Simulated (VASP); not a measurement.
# MgO: single point with PBEsol

The system is MgO.

```
CELL_PARAMETERS angstrom
3.49477 0.00000 0.00000
-1.74738 3.02656 0.00000
0.00000 0.00000 4.33450
ATOMIC_POSITIONS crystal
Mg 0.66667 0.33333 0.75000
Mg 0.33333 0.66667 0.25000
O 0.66667 0.33333 0.25000
O 0.33333 0.66667 0.75000
```

| Item | Value |
| --- | --- |
| Program | VASP 6.6.1 |
| Task | single point |
| Functional | PBEsol |
| Potentials or basis | VASP PAW PBE potentials, release 64 (Mg, O) |
| Cutoff | 520 eV |
| k mesh | 9 × 9 × 6 |
| Occupations | gaussian, width 0.05 eV |
| Spin | no spin polarisation |

```
Pressure               : -4.4 GPa
Band gap on the k mesh : 3.06 eV, direct
```

Stress tensor (GPa, compression positive):
```
-2.77  0.00  0.00
 0.00 -2.77  0.00
 0.00  0.00 -7.53
```

Levels at points of the mesh, in eV from the valence-band top:
| k point | band 5 | band 6 | band 7 | band 8 | band 9 | band 10 | band 11 | band 12 |
| --- | --- | --- | --- | --- | --- | --- | --- | --- |
| (0.00, 0.00, 0.00) | -1.67 | -0.85 | -0.85 | 0.00 | 3.06 | 8.90 | 11.43 | 12.32 |
| (0.00, 0.00, 0.50) | -1.27 | -1.27 | -1.27 | -1.27 | 6.05 | 6.05 | 12.68 | 12.68 |

It took 44 s on 1 thread of Intel Xeon 8259CL, on a shared host, peak memory 0.18 GiB.

Caveat: the PAW data sets were made with another functional, which shifts forces and pressure a little.
